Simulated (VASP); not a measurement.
# Mg (Im-3m) in VASP: notebook, part 2 of 2

VASP 6.6.1. Earlier steps stand in the parts before.

## (3) Single point, LDA (volume scaled by 0.92)

INCAR reads:

```
PREC = Accurate ; ENCUT = 520
EDIFF = 1E-6 ; ISMEAR = -1
SIGMA = 0.08 ; LREAL = False
LASPH = True ; NELM = 60
ALGO = Normal ; ISIF = 2
LWAVE = False ; LCHARG = False
GGA = CA ; NBANDS = 7
```

KPOINTS reads:

```
regular mesh
0
Gamma
  15 15 15
```

POSCAR reads:

```
Mg
1.0
   -1.7058065904      1.7058065904      1.7058065904
    1.7058065904     -1.7058065904      1.7058065904
    1.7058065904      1.7058065904     -1.7058065904
Mg
1
Direct
    0.0000000000      0.0000000000      0.0000000000
```

Potentials or basis: VASP PAW LDA potentials, release 64 (Mg).

Command:

```console
cat potpaw_LDA.64/Mg/POTCAR > POTCAR
mpirun -np 1 vasp_std > vasp.out
```

OUTCAR:

```text
PREC = Accurate
   ENCUT = 520
   EDIFF = 1E-6
   ISMEAR = -1
   LREAL = False
   LASPH = True
   NELM = 60
   ISIF = 2
   GGA = CA

 ion  position               nearest neighbor table
   1  0.000  0.000  0.000-

  LATTYP: Found a body centered cubic cell.
 ALAT       =     3.4116131808

  Lattice vectors:

 A1 = (  -1.7058065904,   1.7058065904,   1.7058065904)
 A2 = (   1.7058065904,  -1.7058065904,   1.7058065904)
 A3 = (   1.7058065904,   1.7058065904,  -1.7058065904)

Analysis of symmetry for initial positions (statically):
=====================================================================
 Subroutine PRICEL returns:
 Original cell was already a primitive cell.

 Routine SETGRP: Setting up the symmetry group for a
 body centered cubic supercell.

 Subroutine GETGRP returns: Found 48 space group operations
[... 9 lines left out ...]

 Routine SETGRP: Setting up the symmetry group for a
 body centered cubic supercell.

[... 139 lines left out ...]

 number of electron       2.0000000 magnetization

 Free energy of the ion-electron system (eV)
  ---------------------------------------------------
  ext. energy  EPLUGINS =         0.00000000
  ---------------------------------------------------
  free energy    TOTEN  =        -1.77101935 eV

  energy without entropy =       -1.76414320  energy(sigma->0) =       -1.76758127

 E-fermi :   3.2710     XC(G=0):  -9.1641

 val. band max:        3.2242669565   @ k =   0.4000   0.1333   0.0000
 cond. band min:       3.3378786061   @ k =  -0.4667   0.4667   0.1333
 fundamental gap:      0.1136116496
 Fermi energy:         3.2709891154

 k-point     1 :       0.0000    0.0000    0.0000
  band No.  band energies     occupation
      1      -4.2952      2.00000
      2      17.2043      0.00000
      3      17.2043      0.00000
      4      17.2043      0.00000
      5      19.4620      0.00000
      6      19.4620      0.00000
      7      20.1631      0.00000
[... 221 lines left out ...]
 k-point    24 :       0.4000    0.2000   -0.0000
  band No.  band energies     occupation
      1       2.3071      1.99999
      2       3.0828      1.82628
      3       7.6255      0.00000
      4      12.5201      0.00000
      5      17.0862      0.00000
      6      20.8636      0.00000
      7      21.1182      0.00000

 [... further k-points ...]
[... 5 lines left out ...]
  --------------------------------------------------------------------------------------
  -------------------------------------------------------------------------------------
  Total        0.4313112      0.4313112      0.4313112     -0.0000000      0.0000000     -0.0000000
  in kB       34.8058242     34.8058242     34.8058242     -0.0000000      0.0000000     -0.0000000
  external PRESSURE =      34.8058242 kB  Pullay stress =       0.0000000 kB

 VOLUME and BASIS-vectors are now :
 -----------------------------------------------------------------------------
  energy-cutoff  :      520.00
  volume of cell :       19.85
      direct lattice vectors                 reciprocal lattice vectors
    -1.705806590  1.705806590  1.705806590     0.000000000  0.293116466  0.293116466
     1.705806590 -1.705806590  1.705806590     0.293116466  0.000000000  0.293116466
     1.705806590  1.705806590 -1.705806590     0.293116466  0.293116466  0.000000000

 POSITION                                       TOTAL-FORCE (eV/Angst)
 -----------------------------------------------------------------------------------
      0.00000      0.00000      0.00000        -0.000000     -0.000000     -0.000000
 -----------------------------------------------------------------------------------
    total drift:                                0.000000      0.000000      0.000000

  FREE ENERGIE OF THE ION-ELECTRON SYSTEM (eV)
  ---------------------------------------------------
  free  energy   TOTEN  =        -1.7710193468 eV

  energy  without entropy=       -1.7641432017  energy(sigma->0) =       -1.76758127
```

stdout:

```text
POSCAR found type information on POSCAR Mg
 POSCAR found :  1 types and       1 ions
 scaLAPACK will be used
 LDA part: xc-table for (Slater(with rela. corr.)+CA(PZ))
 , standard interpolation
 POSCAR, INCAR and KPOINTS ok, starting setup
 FFT: planning ... GRIDC
 FFT: planning ... GRID_SOFT
 FFT: planning ... GRID
 WAVECAR not read
 entering main loop
```

It took 3.6 s on 1 thread of Intel Xeon 6975P-C (Granite Rapids), shared host; peak memory 0.13 GiB.

What came out:

| Property | Result |
| --- | --- |
| Free energy | -1.7710 eV |
| Pressure | 3.5 GPa |
| Band gap on the k mesh | zero (band 1 reaches 6.16 eV, above the bottom of band 2 at 2.45 eV) |

## (4) Single point, LDA (volume scaled by 0.92)

INCAR reads:

```
SYSTEM = Mg
PREC = Accurate
ENCUT = 520
EDIFF = 1E-6
ISMEAR = -1
SIGMA = 0.08
LREAL = .False.
LASPH = .True.
NELM = 80
ALGO = Normal
ISIF = 2
LWAVE = .False.
LCHARG = .True.
GGA = CA
LELF = .True.
LVHAR = .True.
NBANDS = 7
```

KPOINTS reads:

```
Automatic mesh
0
Gamma
  15 15 15
  0 0 0
```

POSCAR is that of step 3.

Potentials or basis: VASP PAW LDA potentials, release 64 (Mg).

Command:

```console
cat potpaw_LDA.64/Mg/POTCAR > POTCAR
mpirun -np 1 vasp_std > vasp.out
```

OUTCAR:

```text
SYSTEM = Mg
   PREC = Accurate
   ENCUT = 520
   EDIFF = 1E-6
   ISMEAR = -1
   LREAL = .False.
   LASPH = .True.
   NELM = 80
   ISIF = 2
   GGA = CA

 ion  position               nearest neighbor table
   1  0.000  0.000  0.000-

  LATTYP: Found a body centered cubic cell.
 ALAT       =     3.4116131808

  Lattice vectors:

 A1 = (  -1.7058065904,   1.7058065904,   1.7058065904)
 A2 = (   1.7058065904,  -1.7058065904,   1.7058065904)
 A3 = (   1.7058065904,   1.7058065904,  -1.7058065904)

Analysis of symmetry for initial positions (statically):
=====================================================================
 Subroutine PRICEL returns:
 Original cell was already a primitive cell.

 Routine SETGRP: Setting up the symmetry group for a
 body centered cubic supercell.

 Subroutine GETGRP returns: Found 48 space group operations
[... 9 lines left out ...]

 Routine SETGRP: Setting up the symmetry group for a
 body centered cubic supercell.

 Subroutine GETGRP returns: Found 48 space group operations
[... 11 lines left out ...]
                                     Primitive cell

  volume of cell :      19.8541
[... 129 lines left out ...]
  ext. energy  EPLUGINS =         0.00000000
  ---------------------------------------------------
  free energy    TOTEN  =        -1.77101935 eV

  energy without entropy =       -1.76414320  energy(sigma->0) =       -1.76758127

 E-fermi :   3.2710     XC(G=0):  -9.1641

 val. band max:        3.2242669565   @ k =   0.4000   0.1333   0.0000
 cond. band min:       3.3378786061   @ k =  -0.4667   0.4667   0.1333
 fundamental gap:      0.1136116496
 Fermi energy:         3.2709891154

 k-point     1 :       0.0000    0.0000    0.0000
  band No.  band energies     occupation
      1      -4.2952      2.00000
      2      17.2043      0.00000
      3      17.2043      0.00000
      4      17.2043      0.00000
      5      19.4620      0.00000
      6      19.4620      0.00000
      7      20.1631      0.00000
[... 221 lines left out ...]
 k-point    24 :       0.4000    0.2000   -0.0000
  band No.  band energies     occupation
      1       2.3071      1.99999
      2       3.0828      1.82628
      3       7.6255      0.00000
      4      12.5201      0.00000
      5      17.0862      0.00000
      6      20.8636      0.00000
      7      21.1182      0.00000

 [... further k-points ...]
[... 5 lines left out ...]
  --------------------------------------------------------------------------------------
  -------------------------------------------------------------------------------------
  Total        0.4313112      0.4313112      0.4313112     -0.0000000      0.0000000     -0.0000000
  in kB       34.8058242     34.8058242     34.8058242     -0.0000000      0.0000000     -0.0000000
  external PRESSURE =      34.8058242 kB  Pullay stress =       0.0000000 kB

 VOLUME and BASIS-vectors are now :
 -----------------------------------------------------------------------------
  energy-cutoff  :      520.00
  volume of cell :       19.85
      direct lattice vectors                 reciprocal lattice vectors
    -1.705806590  1.705806590  1.705806590     0.000000000  0.293116466  0.293116466
     1.705806590 -1.705806590  1.705806590     0.293116466  0.000000000  0.293116466
     1.705806590  1.705806590 -1.705806590     0.293116466  0.293116466  0.000000000

 POSITION                                       TOTAL-FORCE (eV/Angst)
 -----------------------------------------------------------------------------------
      0.00000      0.00000      0.00000        -0.000000     -0.000000     -0.000000
 -----------------------------------------------------------------------------------
    total drift:                                0.000000      0.000000      0.000000

  FREE ENERGIE OF THE ION-ELECTRON SYSTEM (eV)
  ---------------------------------------------------
  free  energy   TOTEN  =        -1.7710193468 eV

  energy  without entropy=       -1.7641432017  energy(sigma->0) =       -1.76758127
```

OSZICAR:

```text
N       E                     dE             d eps       ncg     rms          rms(c)
DAV:   1    -0.103816736773E+01   -0.10382E+01   -0.88265E+02  1799   0.202E+02
DAV:   2    -0.178152773172E+01   -0.74336E+00   -0.70719E+00  2261   0.122E+01
DAV:   3    -0.178400595448E+01   -0.24782E-02   -0.24776E-02  2135   0.770E-01
DAV:   4    -0.178400851979E+01   -0.25653E-05   -0.25652E-05  2359   0.200E-02
DAV:   5    -0.178400852501E+01   -0.52152E-08   -0.53839E-08  2219   0.549E-04    0.660E-01
DAV:   6    -0.177659964005E+01    0.74089E-02   -0.21750E-04  1890   0.738E-02    0.419E-01
DAV:   7    -0.177102574455E+01    0.55739E-02   -0.83554E-04  1799   0.139E-01    0.207E-02
DAV:   8    -0.177101981633E+01    0.59282E-05   -0.83116E-06  2562   0.152E-02    0.518E-03
DAV:   9    -0.177101934685E+01    0.46948E-06   -0.47194E-07  1771   0.310E-03
   1 F= -.17710193E+01 E0= -.17675813E+01  d E =-.687615E-02
```

Run time: 3.9 s. Hardware: 1 thread of Intel Xeon 6975P-C (Granite Rapids), shared host; peak memory 0.13 GiB.

Results:

* Free energy: -1.7710 eV
* Pressure: 3.5 GPa
* Band gap on the k mesh: zero (band 1 reaches 6.16 eV, above the bottom of band 2 at 2.45 eV)

Levels at points of the mesh, in eV from the Fermi level:
| k point | band 1 | band 2 | band 3 | band 4 |
| --- | --- | --- | --- | --- |
| (0.00, 0.00, 0.00) | -7.57 | 13.93 | 13.93 | 13.93 |
